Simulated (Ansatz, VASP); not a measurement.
**Mo: VASP beside Ansatz**

```
Mo
1.0
    -1.58028    1.58028    1.58028
     1.58028   -1.58028    1.58028
     1.58028    1.58028   -1.58028
Mo
1
Direct
  0.00000 0.00000 0.00000
```

Alike in both runs: functional PBE; k mesh 18 × 18 × 18; occupations fermi-dirac, width 0.05 eV; no spin polarisation.

Ansatz relaxed the structure, and its values are those at the end. VASP's run is a single point on that final structure, the one shown.

```csv
,VASP,Ansatz
version,VASP 6.6.1,Ansatz 0.2.0
potentials or method,"VASP PAW PBE potentials, release 64 (Mo_sv)","PAW with Ansatz's default frozen-core files, scalar-relativistic"
plane-wave cutoff (eV),520,420
valence electrons in the cell,14,14
```

|  | VASP | Ansatz | Ansatz less VASP |
| --- | --- | --- | --- |
| pressure (GPa) | 0.5 | 0.0 | -0.51 |
